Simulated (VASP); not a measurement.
# Mg8HO8 (a cell with a defect) in VASP: single point with PBE

Aim: the single point of Mg8HO8 (a cell with a defect) with PBE.

Program: VASP 6.6.1. These are calculated values, not measurements. Logs are shortened: lines on timing, memory, paths and dates and some standing lists are left out, and cuts for length are marked.

## Step 1: The cell of the first run

The cell holds a defect, 17 atoms: a = 5.466 Å, b = 5.466 Å, c = 5.466 Å, α = 60.00°, β = 60.00°, γ = 60.00°.

## Step 2: Single point, PBE, collinear spin

INCAR

```
PREC = Accurate
ENCUT = 520
EDIFF = 1E-6
ISMEAR = -1
SIGMA = 0.05
LREAL = Auto
LASPH = True
NELM = 150
ALGO = Normal
ISIF = 2
LWAVE = False
LCHARG = False
ISPIN = 2
MAGMOM = 0 0 0 0 0 0 0 0 0 0 0 0 0 0 0 0 1
LORBIT = 11
GGA = PE
NBANDS = 50
```

KPOINTS

```
regular mesh
0
Gamma
  2 2 2
```

POSCAR

```
Mg8HO8
1.0
    0.0000000000      3.8650000000      3.8650000000
    3.8650000000      0.0000000000      3.8650000000
    3.8650000000      3.8650000000      0.0000000000
Mg O H
8 8 1
Direct
    0.0047736093      0.0009184994     -0.0033764554
   -0.0065717982     -0.0096248383      0.4946701164
    0.0252005175      0.4894954722     -0.0180595084
   -0.0000388098      0.4921216041      0.5042820181
    0.5102846054     -0.0024191462      0.0053169470
    0.4833505821      0.0120439845      0.5095601552
    0.4972056921      0.5071410091      0.0105821475
    0.4921604140      0.5086416559      0.4895989651
    0.2498318241      0.2739715395      0.2464941785
    0.2492755498      0.2307244502      0.7520698577
    0.2356403622      0.7375032342      0.2518111255
    0.2467917206      0.7413583441      0.7777360931
    0.7643984476      0.2489521345      0.2454333765
    0.7361578266      0.2668175938      0.7542690815
    0.7677231565      0.7464294955      0.2328719276
    0.7342043984      0.7611384217      0.7583441138
    0.3874385511      0.8769857697      0.3630401035
```

Potentials or basis: VASP PAW PBE potentials, release 64 (Mg, O, H).

Launch:

```sh
cat potpaw_PBE.64/Mg/POTCAR potpaw_PBE.64/O/POTCAR potpaw_PBE.64/H/POTCAR > POTCAR
mpirun -np 1 vasp_std > vasp.out
```

OUTCAR:

```text
PREC = Accurate
   ENCUT = 520
   EDIFF = 1E-6
   ISMEAR = -1
   LREAL = Auto
   LASPH = True
   NELM = 150
   ISIF = 2
   ISPIN = 2
   LORBIT = 11
   GGA = PE

 ion  position               nearest neighbor table
   1  0.005  0.001  0.997-  10 1.83  12 1.85  11 1.88  15 1.90  13 1.92  14 1.98   6 2.64   2 2.66
                             3 2.69   4 2.69   5 2.69   7 2.70   7 2.77   5 2.78   4 2.78   3 2.78
   2  0.993  0.990  0.495-  17 1.76  13 1.85  16 1.89  11 1.92  14 2.07  12 2.08   9 2.09   1 2.66
                             4 2.68   8 2.68   6 2.69   3 2.70   5 2.72   5 2.75   3 2.77   6 2.78
   3  0.025  0.489  0.982-  12 1.84  10 1.89   9 1.90  13 1.94  15 1.96  16 2.00   8 2.62   5 2.67
                             4 2.68   1 2.69   2 2.70   7 2.71   7 2.77   2 2.77   1 2.78   4 2.80
   4  1.000  0.492  0.504-   9 1.84  11 1.86  14 1.89  10 1.92  15 1.95  16 2.02   6 2.63   3 2.68
                             2 2.68   1 2.69   8 2.70   7 2.71   7 2.76   8 2.77   1 2.78   2 2.79
   5  0.510  0.998  0.005-  17 1.60  16 1.87  15 1.88  14 1.92  10 1.99   9 2.00  11 2.07   8 2.66
                             3 2.67   1 2.69   7 2.70   2 2.72   6 2.72   6 2.75   2 2.75   7 2.76
   6  0.483  0.012  0.510-  17 1.69  10 1.78   9 1.92  16 1.93  12 1.96  13 2.01  15 2.10   4 2.63
                             1 2.64   8 2.69   2 2.69   7 2.72   5 2.72   5 2.75   7 2.75   2 2.78
   7  0.497  0.507  0.011-  11 1.83   9 1.86  12 1.87  16 1.90  14 1.92  13 1.94   8 2.61   1 2.70
                             5 2.70   4 2.71   3 2.71   6 2.72   6 2.75   4 2.76   5 2.76   3 2.77
   8  0.492  0.509  0.490-  17 1.65  11 1.91  13 1.95  14 1.97  15 1.99  10 2.02  12 2.02   7 2.61
                             3 2.62   5 2.66   2 2.68   6 2.69   4 2.70   4 2.77   6 2.78   2 2.79
   9  0.250  0.274  0.246-   4 1.84   7 1.86   3 1.90   6 1.92   5 2.00   2 2.09
  10  0.249  0.231  0.752-   6 1.78   1 1.83   3 1.89   4 1.92   5 1.99   8 2.02
  11  0.236  0.738  0.252-   7 1.83   4 1.86   1 1.88   8 1.91   2 1.92   5 2.07
  12  0.247  0.741  0.778-   3 1.84   1 1.85   7 1.87   6 1.96   8 2.02   2 2.08
  13  0.764  0.249  0.245-   2 1.85   1 1.92   3 1.94   7 1.94   8 1.95   6 2.01
  14  0.736  0.267  0.754-   4 1.89   5 1.92   7 1.92   8 1.97   1 1.98   2 2.07
  15  0.768  0.746  0.233-   5 1.88   1 1.90   4 1.95   3 1.96   8 1.99   6 2.10
  16  0.734  0.761  0.758-   5 1.87   2 1.89   7 1.90   6 1.93   3 2.00   4 2.02
  17  0.387  0.877  0.363-   5 1.60   8 1.65   6 1.69   2 1.76

  LATTYP: Found a face centered cubic cell.
 ALAT       =     7.7300000000

  Lattice vectors:

 A1 = (   0.0000000000,   3.8650000000,   3.8650000000)
 A2 = (   3.8650000000,   0.0000000000,   3.8650000000)
 A3 = (   3.8650000000,   3.8650000000,   0.0000000000)

Analysis of symmetry for initial positions (statically):
=====================================================================
 Subroutine PRICEL returns:
 Original cell was already a primitive cell.

 Routine SETGRP: Setting up the symmetry group for a
 face centered cubic supercell.

 Subroutine GETGRP returns: Found  1 space group operations
 (whereof  1 operations were pure point group operations)
 out of a pool of 48 trial point group operations.

The static configuration has the point symmetry C_1 .

Analysis of symmetry for dynamics (positions and initial velocities):
=====================================================================
 Subroutine PRICEL returns:
 Original cell was already a primitive cell.

 Routine SETGRP: Setting up the symmetry group for a
 face centered cubic supercell.

 Subroutine GETGRP returns: Found  1 space group operations
 (whereof  1 operations were pure point group operations)
 out of a pool of 48 trial point group operations.

The dynamic configuration has the point symmetry C_1 .

Analysis of structural, dynamic, and magnetic symmetry:
=====================================================================
 Subroutine PRICEL returns:
 Original cell was already a primitive cell.

 Routine SETGRP: Setting up the symmetry group for a
 face centered cubic supercell.

 Subroutine GETGRP returns: Found  1 space group operations
 (whereof  1 operations were pure point group operations)
 out of a pool of 48 trial point group operations.

The overall configuration has the point symmetry C_1 .

 Subroutine INISYM returns: Found  1 space group operations
 (whereof  1 operations are pure point group operations),
 and found     1 'primitive' translations

----------------------------------------------------------------------------------------

                                     Primitive cell

  volume of cell :     115.4725

[... 96 lines left out ...]
   LNONCOLLINEAR =      F non collinear calculations
   LSORBIT =      F    spin-orbit coupling
   LASPH  =      T    aspherical Exc in radial PAW
   ENCUT  =  520.0 eV  38.22 Ry    6.18 a.u.  10.16 10.16 10.16*2*pi/ulx,y,z
   NELM   =    150;   NELMIN=  2; NELMDL= -5     # of ELM steps
   EDIFF  = 0.1E-05   stopping-criterion for ELM
   LREAL  =      T    real-space projection
   EDIFFG = 0.1E-04   stopping-criterion for IOM
   NSW    =      0    number of steps for IOM
   IBRION =     -1    ionic relax: 0-MD 1-quasi-New 2-CG
   NFREE  =      0    steps in history (QN), initial steepest desc. (CG)
   ISIF   =      2    stress and relaxation
   ISYM   =      2    0-nonsym 1-usesym 2-fastsym
   POTIM  = 0.5000    time-step for ionic-motion
   TEBEG  =    0.0;   TEEND  =   0.0 temperature during run
   PSTRESS=    0.0 pullay stress
   NELECT =      65.0000    total number of electrons
   NUPDOWN=      -1.0000    fix difference up-down
   EMIN   =  10.00;   EMAX   =-10.00  energy-range for DOS
   EFERMI =   0.00;   METHOD = LEGACY
   ISMEAR =    -1;   SIGMA  =   0.05  broadening in eV -4-tet -1-fermi 0-gaus
   EFERMI_NEDOS =   21; number of points for ismear=-14 and -15
   IALGO  =     38    algorithm
   IMIX   =      4    mixing-type and parameters
     AMIX     =   0.40;   BMIX     =  1.00
     AMIX_MAG =   1.60;   BMIX_MAG =  1.00
  volume/ion in A,a.u.               =       6.79        45.84
  Fermi-wavevector in a.u.,A,eV,Ry     =   1.351719  2.554379 24.859811  1.827145
  Thomas-Fermi vector in A             =   2.479118
   LORBIT       =     11    0 simple, 1 ext, 2 COOP (PROOUT), +10 PAW based schemes
   GGA     = PE    functional components
   LHFCALC =     F    Hartree Fock is set to
   AEXX    =    0.0000 exact exchange contribution
   IVDW    =     0    specifies the selected vdW correction
   LEPSILON=     F    determine dielectric tensor
   LRPA    =     F    only Hartree local field effects (RPA)
 spin polarized calculation
  energy-cutoff  :      520.00
  volume of cell :      115.47
 maximum number of plane-waves:      3138
 NGX is ok and might be reduce to    42
   NGX = 21   NGY = 21   NGZ = 21

 number of electron      65.0000000 magnetization       0.7497945

 Free energy of the ion-electron system (eV)
  ---------------------------------------------------
  ext. energy  EPLUGINS =         0.00000000
  ---------------------------------------------------
  free energy    TOTEN  =       -84.46522211 eV

  energy without entropy =      -84.45523350  energy(sigma->0) =      -84.46022781

 E-fermi :   9.2300     XC(G=0): -12.4574

 val. band max:        9.2097226855   @ k =   0.0000   0.5000   0.5000
 cond. band min:       9.2377895481   @ k =   0.5000   0.5000   0.0000
 fundamental gap:      0.0280668627
 Fermi energy:         9.2300301821

 spin component 1

 k-point     1 :       0.0000    0.0000    0.0000
  band No.  band energies     occupation
      1     -13.4650      1.00000
      2     -11.5972      1.00000
      3     -11.4001      1.00000
      4     -11.2867      1.00000
      5     -11.2282      1.00000
      6     -10.9083      1.00000
[... 365 lines left out ...]
     43      18.6064      0.00000
     44      18.7653      0.00000
 Fermi energy:         9.2300301821

 spin component 2

 k-point     1 :       0.0000    0.0000    0.0000
  band No.  band energies     occupation
      1     -13.3871      1.00000
      2     -11.5449      1.00000
      3     -11.3199      1.00000
      4     -11.2068      1.00000
      5     -11.1806      1.00000
      6     -10.8307      1.00000
[... 365 lines left out ...]
     43      18.6181      0.00000
     44      18.7844      0.00000
 [bands above 44 left out]

------------------------ aborting loop because EDIFF is reached ----------------------------------------

  FORCE on cell =-STRESS in cart. coord.  units (eV):
  Direction    XX          YY          ZZ          XY          YZ          ZX
  --------------------------------------------------------------------------------------
  -------------------------------------------------------------------------------------
  Total       67.9376440     64.0075195     66.6936041      0.3448871     -0.9745734      0.0848359
  in kB      942.6328575    888.1024923    925.3718402      4.7852983    -13.5221780      1.1770958
  external PRESSURE =     918.7023967 kB  Pullay stress =       0.0000000 kB

 VOLUME and BASIS-vectors are now :
 -----------------------------------------------------------------------------
  energy-cutoff  :      520.00
  volume of cell :      115.47
      direct lattice vectors                 reciprocal lattice vectors
     0.000000000  3.865000000  3.865000000    -0.129366106  0.129366106  0.129366106
     3.865000000  0.000000000  3.865000000     0.129366106 -0.129366106  0.129366106
     3.865000000  3.865000000  0.000000000     0.129366106  0.129366106 -0.129366106

 POSITION                                       TOTAL-FORCE (eV/Angst)
 -----------------------------------------------------------------------------------
      3.85550      3.87040      0.02200         0.620246     -0.912185     -1.389387
      5.73970      5.75150      7.66740         1.742539      1.130470      1.051637
      5.68710      3.89260      1.98930         1.640706     -0.451183     -1.222411
      3.85110      5.81390      5.76690         1.226902     -1.268488     -0.875673
      3.87620      1.99280      5.82790        -0.070361     -1.591963      0.622556
      2.01600      3.83760      1.91470        -2.709262      0.822755      0.528558
[... 9 lines left out ...]
      5.87280      5.76870      5.77950        -1.655360      0.694036      0.435923
      4.79270      2.90060      4.88700         0.960991      0.109834     -0.546126
 -----------------------------------------------------------------------------------
    total drift:                                0.008763     -0.005262     -0.012383

  FREE ENERGIE OF THE ION-ELECTRON SYSTEM (eV)
  ---------------------------------------------------
  free  energy   TOTEN  =       -84.4652221149 eV

  energy  without entropy=      -84.4552335050  energy(sigma->0) =      -84.46022781

 total charge

# of ion       s       p       d       tot
------------------------------------------
    1        0.206   0.313   0.173   0.692
    2        0.192   0.276   0.146   0.614
    3        0.200   0.295   0.159   0.654
    4        0.202   0.301   0.164   0.666
    5        0.199   0.295   0.162   0.656
    6        0.200   0.296   0.163   0.659
[... 9 lines left out ...]
   16        1.554   3.732   0.000   5.286
   17        0.637   0.029   0.000   0.666
--------------------------------------------------
tot         14.720  32.197   1.291  48.208

 magnetization (x)

# of ion       s       p       d       tot
------------------------------------------
    1        0.000   0.001   0.001   0.002
    2       -0.000   0.001   0.004   0.005
    3        0.000   0.001   0.001   0.002
    4        0.000   0.001   0.001   0.003
    5        0.000   0.003   0.007   0.009
    6       -0.000   0.001   0.004   0.004
[... 9 lines left out ...]
   16       -0.000  -0.000   0.000  -0.001
   17        0.232   0.002   0.000   0.234
--------------------------------------------------
tot          0.258   0.313   0.025   0.595
```

It took 11 min on 1 thread of Intel Xeon 8259CL, shared host; peak memory 0.34 GiB.

What came out:

```
Free energy                                           : -84.4652 eV
Pressure                                              : 91.9 GPa
Largest force                                         : 3.153 eV/Å
Net moment                                            : 0.75 μB per cell
Site moments                                          : Mg +0.00, +0.01 (each value once); O +0.08, -0.00, +0.07, +0.10 (each value once); H +0.23 μB
Valence electrons inside the program's atomic spheres : Mg 0.69, 0.61, 0.65, 0.67, 0.66, 0.70 (each value once); O 5.28, 5.32, 5.31, 5.29, 5.26, 5.25 (each value once); H 0.67
```

Forces in eV/Å, atoms in the order of the input:
```
Mg   0.620 -0.912 -1.389
Mg   1.743  1.130  1.052
Mg   1.641 -0.451 -1.222
Mg   1.227 -1.268 -0.876
Mg  -0.070 -1.592  0.623
Mg  -2.709  0.823  0.529
Mg  -1.728  0.260  0.550
Mg  -0.262  2.132 -0.089
O   -1.236 -0.129 -1.495
O    2.269  0.286  2.170
O    1.061  0.492  0.877
O   -1.435 -1.932  0.582
O    0.520 -0.888 -0.673
O   -1.408  0.144 -0.263
O    0.463  1.101 -0.264
O   -1.655  0.694  0.436
H    0.961  0.110 -0.546
```

Caveat: the k points lie up to 0.70 Å⁻¹ apart; the atoms stand as in a frame of molecular dynamics.
